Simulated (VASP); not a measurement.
# Zn (Immm) in VASP: single point with PBE

Aim: the single point of Zn with PBE.

Everything below comes from runs of VASP 6.6.1. Logs are shortened: lines on timing, memory, paths and dates and some standing lists are left out, and cuts for length are marked.

## 1. The cell of the first run

The structure is orthorhombic, space group Immm (No. 71). The conventional cell has a = 2.633 Å, b = 3.038 Å, c = 3.816 Å, α = 90.00°, β = 90.00°, γ = 90.00°. Zn (site symmetry mmm) has 12 Zn at 2.63 to 3.04 Å within 3.5 Å.

## 2. Single point, PBE

Contents of INCAR:

```
PREC = Accurate ; ENCUT = 520
EDIFF = 1E-6 ; ISMEAR = 0
SIGMA = 0.1 ; LREAL = False
LASPH = True ; NELM = 100
ALGO = Normal ; ISIF = 2
LWAVE = False ; LCHARG = False
GGA = PE ; NBANDS = 12
```

Contents of KPOINTS:

```
Automatic mesh
0
Gamma
  10 10 10
```

Contents of POSCAR:

```
Zn
1.0
   -1.5189855312      1.3162766902      1.9078361695
    1.5189855312     -1.3162766902      1.9078361695
    1.5189855312      1.3162766902     -1.9078361695
Zn
1
Direct
    0.5000000000      0.5000000000      0.0000000000
```

Potentials or basis: VASP PAW PBE potentials, release 64 (Zn).

Run with:

```
> cat potpaw_PBE.64/Zn/POTCAR > POTCAR
> mpirun -np 1 vasp_std > vasp.out
```

OUTCAR:

```text
PREC = Accurate
   ENCUT = 520
   EDIFF = 1E-6
   ISMEAR = 0
   LREAL = False
   LASPH = True
   NELM = 100
   ISIF = 2
   GGA = PE

 ion  position               nearest neighbor table
   1  0.500  0.500  0.000-

  LATTYP: Found a body centered orthorhombic cell.
 ALAT       =     2.6325533804
 B/A-ratio  =     1.1540016947
 C/A-ratio  =     1.4494187914

  Lattice vectors:

 A1 = (   1.5189855312,   1.3162766902,   1.9078361695)
 A2 = (  -1.5189855312,  -1.3162766902,   1.9078361695)
 A3 = (   1.5189855312,  -1.3162766902,  -1.9078361695)

Analysis of symmetry for initial positions (statically):
=====================================================================
 Subroutine PRICEL returns:
 Original cell was already a primitive cell.

 Routine SETGRP: Setting up the symmetry group for a
 body centered orthorhombic supercell.

 Subroutine GETGRP returns: Found  8 space group operations
 (whereof  8 operations were pure point group operations)
 out of a pool of  8 trial point group operations.

The static configuration has the point symmetry D_2h.

Analysis of symmetry for dynamics (positions and initial velocities):
=====================================================================
 Subroutine PRICEL returns:
 Original cell was already a primitive cell.

 Routine SETGRP: Setting up the symmetry group for a
 body centered orthorhombic supercell.

 Subroutine GETGRP returns: Found  8 space group operations
 (whereof  8 operations were pure point group operations)
 out of a pool of  8 trial point group operations.

The dynamic configuration has the point symmetry D_2h.

 Subroutine INISYM returns: Found  8 space group operations
 (whereof  8 operations are pure point group operations),
 and found     1 'primitive' translations

----------------------------------------------------------------------------------------

                                     Primitive cell

  volume of cell :      15.2582

  direct lattice vectors                    reciprocal lattice vectors
    -1.518985531  1.316276690  1.907836169     0.000000000  0.379859344  0.262077011
     1.518985531 -1.316276690  1.907836169     0.329167059  0.000000000  0.262077011
     1.518985531  1.316276690 -1.907836169     0.329167059  0.379859344  0.000000000

  length of vectors
     2.771234421  2.771234421  2.771234421     0.461494833  0.420755644  0.502637120

  position of ions in fractional coordinates (direct lattice)
     0.500000000  0.500000000  0.000000000

  ion indices of the primitive-cell ions
   primitive index   ion index
                 1           1

----------------------------------------------------------------------------------------

 KPOINTS: Automatic mesh

Automatic generation of k-mesh.
 Grid dimensions read from file:
 generate k-points for:   10   10   10

 Generating k-lattice:

  Cartesian coordinates                     Fractional coordinates (reciprocal lattice)
     0.000000000  0.037985934  0.026207701     0.100000000  0.000000000 -0.000000000
     0.032916706  0.000000000  0.026207701     0.000000000  0.100000000  0.000000000
     0.032916706  0.037985934  0.000000000    -0.000000000  0.000000000  0.100000000

  Length of vectors
     0.046149483  0.042075564  0.050263712

  Shift w.r.t. Gamma in fractional coordinates (k-lattice)
     0.000000000  0.000000000  0.000000000

 Subroutine IBZKPT returns following result:
 ===========================================

 Found    171 irreducible k-points:

 Following reciprocal coordinates:
            Coordinates               Weight
  0.000000  0.000000  0.000000      1.000000
  0.100000 -0.000000  0.000000      4.000000
  0.200000 -0.000000  0.000000      4.000000
  0.300000 -0.000000  0.000000      4.000000
  0.400000 -0.000000  0.000000      4.000000
  0.500000  0.000000  0.000000      2.000000
[... 16 lines left out ...]
 -0.400000  0.200000 -0.000000      8.000000
 -0.300000  0.200000 -0.000000      8.000000
 [... further k-points ...]
   k-points           NKPTS =    171   k-points in BZ     NKDIM =    171   number of bands    NBANDS=     12
   number of dos      NEDOS =    301   number of ions     NIONS =      1
   total plane-waves  NPLWV =  13824
   dimension x,y,z NGX =    24 NGY =   24 NGZ =   24
   dimension x,y,z NGXF=    48 NGYF=   48 NGZF=   48
   ions per type =               1
   NGX,Y,Z   is equivalent  to a cutoff of  14.40, 14.40, 14.40 a.u.
   NGXF,Y,Z  is equivalent  to a cutoff of  28.80, 28.80, 28.80 a.u.
 SYSTEM =  unknown system
   PREC   = accura    normal or accurate (medium, high low for compatibility)
   ISTART =      0    job   : 0-new  1-cont  2-samecut
   ICHARG =      2    charge: 1-file 2-atom 10-const
   ISPIN  =      1    spin polarized calculation?
   LNONCOLLINEAR =      F non collinear calculations
   LSORBIT =      F    spin-orbit coupling
   LASPH  =      T    aspherical Exc in radial PAW
   ENCUT  =  520.0 eV  38.22 Ry    6.18 a.u.   5.15  5.15  5.15*2*pi/ulx,y,z
   NELM   =    100;   NELMIN=  2; NELMDL= -5     # of ELM steps
   EDIFF  = 0.1E-05   stopping-criterion for ELM
   LREAL  =      F    real-space projection
   EDIFFG = 0.1E-04   stopping-criterion for IOM
   NSW    =      0    number of steps for IOM
   IBRION =     -1    ionic relax: 0-MD 1-quasi-New 2-CG
   NFREE  =      0    steps in history (QN), initial steepest desc. (CG)
   ISIF   =      2    stress and relaxation
   ISYM   =      2    0-nonsym 1-usesym 2-fastsym
   POTIM  = 0.5000    time-step for ionic-motion
   TEBEG  =    0.0;   TEEND  =   0.0 temperature during run
   PSTRESS=    0.0 pullay stress
   NELECT =      12.0000    total number of electrons
   NUPDOWN=      -1.0000    fix difference up-down
   EMIN   =  10.00;   EMAX   =-10.00  energy-range for DOS
   EFERMI =   0.00;   METHOD = LEGACY
   ISMEAR =     0;   SIGMA  =   0.10  broadening in eV -4-tet -1-fermi 0-gaus
   EFERMI_NEDOS =   21; number of points for ismear=-14 and -15
   IALGO  =     38    algorithm
   IMIX   =      4    mixing-type and parameters
     AMIX     =   0.40;   BMIX     =  1.00
     AMIX_MAG =   1.60;   BMIX_MAG =  1.00
  volume/ion in A,a.u.               =      15.26       102.97
  Fermi-wavevector in a.u.,A,eV,Ry     =   1.511128  2.855618 31.069014  2.283508
  Thomas-Fermi vector in A             =   2.621226
   LORBIT       =      0    0 simple, 1 ext, 2 COOP (PROOUT), +10 PAW based schemes
   GGA     = PE    functional components
   LHFCALC =     F    Hartree Fock is set to
   AEXX    =    0.0000 exact exchange contribution
   IVDW    =     0    specifies the selected vdW correction
   LEPSILON=     F    determine dielectric tensor
   LRPA    =     F    only Hartree local field effects (RPA)
 non-spin polarized calculation
 Gauss-broadening in eV      SIGMA  =   0.10
  energy-cutoff  :      520.00
  volume of cell :       15.26
 maximum number of plane-waves:       419
 NGX is ok and might be reduce to    24
   NGX = 11   NGY = 11   NGZ = 11

 number of electron      12.0000006 magnetization

 Free energy of the ion-electron system (eV)
  ---------------------------------------------------
  ext. energy  EPLUGINS =         0.00000000
  ---------------------------------------------------
  free energy    TOTEN  =        -1.09891752 eV

  energy without entropy =       -1.09828036  energy(sigma->0) =       -1.09859894

 E-fermi :   3.1117     XC(G=0): -11.5373

 val. band max:        3.0950886191   @ k =   0.4000   0.1000   0.1000
 cond. band min:       3.1698712562   @ k =   0.5000   0.5000   0.4000
 fundamental gap:      0.0747826371
 Fermi energy:         3.1116976183

 k-point     1 :       0.0000    0.0000    0.0000
  band No.  band energies     occupation
      1      -7.2771      2.00000
      2      -4.7967      2.00000
      3      -4.6307      2.00000
      4      -4.4376      2.00000
      5      -4.2359      2.00000
      6      -4.1289      2.00000
      7      18.6759      0.00000
      8      19.0069      0.00000
      9      21.6503      0.00000
     10      23.0679      0.00000
     11      24.3380      0.00000
     12      24.3975      0.00000

 k-point     2 :       0.1000   -0.0000    0.0000
  band No.  band energies     occupation
      1      -6.9437      2.00000
      2      -4.7550      2.00000
      3      -4.5947      2.00000
      4      -4.4472      2.00000
      5      -4.2573      2.00000
      6      -4.1544      2.00000
      7      17.8882      0.00000
      8      18.5911      0.00000
      9      19.6675      0.00000
     10      23.0082      0.00000
     11      23.2863      0.00000
     12      24.8804      0.00000

 k-point     3 :       0.2000   -0.0000    0.0000
  band No.  band energies     occupation
      1      -6.0172      2.00000
      2      -4.6881      2.00000
      3      -4.5528      2.00000
      4      -4.3562      2.00000
      5      -4.2672      2.00000
      6      -4.2027      2.00000
      7      14.4677      0.00000
      8      16.8597      0.00000
      9      17.8419      0.00000
     10      22.6740      0.00000
     11      24.2892      0.00000
     12      24.8004      0.00000

 k-point     4 :       0.3000   -0.0000    0.0000
  band No.  band energies     occupation
      1      -5.2675      2.00000
      2      -4.7153      2.00000
      3      -4.3457      2.00000
      4      -4.1611      2.00000
      5      -4.0911      2.00000
      6      -3.7293      2.00000
      7       9.6865      0.00000
      8      16.2038      0.00000
      9      17.2325      0.00000
     10      21.8581      0.00000
     11      22.0535      0.00000
     12      22.9439      0.00000

 k-point     5 :       0.4000   -0.0000    0.0000
  band No.  band energies     occupation
      1      -5.2466      2.00000
      2      -4.7889      2.00000
      3      -4.4055      2.00000
      4      -4.0165      2.00000
      5      -3.9111      2.00000
      6      -1.5319      2.00000
      7       5.4856      0.00000
      8      15.9284      0.00000
      9      16.8828      0.00000
     10      20.2217      0.00000
     11      21.5327      0.00000
     12      21.6533      0.00000
[... 228 lines left out ...]
      1      -5.0520      2.00000
      2      -4.8008      2.00000
      3      -4.3675      2.00000
      4      -4.2639      2.00000
      5      -3.9387      2.00000
      6       1.3319      2.00000
      7       4.0465      0.00000
      8       9.4281      0.00000
      9      15.2072      0.00000
     10      18.8789      0.00000
     11      23.1329      0.00000
     12      28.9466      0.00000

 k-point    22 :       0.5000    0.2000   -0.0000
  band No.  band energies     occupation
      1      -5.1035      2.00000
      2      -4.7884      2.00000
      3      -4.3605      2.00000
      4      -4.3019      2.00000
      5      -3.8546      2.00000
      6       0.5335      2.00000
      7       4.9844      0.00000
      8      10.7020      0.00000
      9      14.1580      0.00000
     10      18.1951      0.00000
     11      24.1423      0.00000
     12      27.0692      0.00000

 k-point    23 :      -0.4000    0.2000   -0.0000
  band No.  band energies     occupation
      1      -5.0907      2.00000
      2      -4.7558      2.00000
      3      -4.4648      2.00000
      4      -4.2660      2.00000
      5      -3.9126      2.00000
      6      -1.9920      2.00000
      7       8.9126      0.00000
      8      12.6283      0.00000
      9      13.8243      0.00000
     10      18.0474      0.00000
     11      22.7263      0.00000
     12      25.9937      0.00000

 k-point    24 :      -0.3000    0.2000   -0.0000
  band No.  band energies     occupation
      1      -5.1676      2.00000
      2      -4.8681      2.00000
      3      -4.4337      2.00000
      4      -4.2254      2.00000
      5      -4.0594      2.00000
      6      -3.7370      2.00000
      7      13.3280      0.00000
      8      14.1873      0.00000
      9      15.1600      0.00000
     10      18.3032      0.00000
     11      19.3168      0.00000
     12      27.7067      0.00000

 [... further k-points ...]
[... 5 lines left out ...]
  --------------------------------------------------------------------------------------
  -------------------------------------------------------------------------------------
  Total        0.0255395      0.0620178     -0.0008340      0.0000000      0.0000000      0.0000000
  in kB        2.6817681      6.5121594     -0.0875719      0.0000000      0.0000000      0.0000000
  external PRESSURE =       3.0354518 kB  Pullay stress =       0.0000000 kB

 VOLUME and BASIS-vectors are now :
 -----------------------------------------------------------------------------
  energy-cutoff  :      520.00
  volume of cell :       15.26
      direct lattice vectors                 reciprocal lattice vectors
    -1.518985531  1.316276690  1.907836169     0.000000000  0.379859344  0.262077011
     1.518985531 -1.316276690  1.907836169     0.329167059  0.000000000  0.262077011
     1.518985531  1.316276690 -1.907836169     0.329167059  0.379859344  0.000000000

 POSITION                                       TOTAL-FORCE (eV/Angst)
 -----------------------------------------------------------------------------------
      0.00000      0.00000      1.90784        -0.000000      0.000000      0.000000
 -----------------------------------------------------------------------------------
    total drift:                               -0.000000      0.000000      0.000000

  FREE ENERGIE OF THE ION-ELECTRON SYSTEM (eV)
  ---------------------------------------------------
  free  energy   TOTEN  =        -1.0989175158 eV

  energy  without entropy=       -1.0982803559  energy(sigma->0) =       -1.09859894
```

Wall time 41 s (1 thread of AMD EPYC 7R43 (Zen 3), shared host); peak memory 0.12 GiB.

Results:

```yaml
Free_energy: -1.0989 eV
Pressure: 0.3 GPa
Band_gap_on_the_k_mesh: zero (band 6 reaches 4.71 eV, above the bottom of band 7 at 0.80 eV)
```
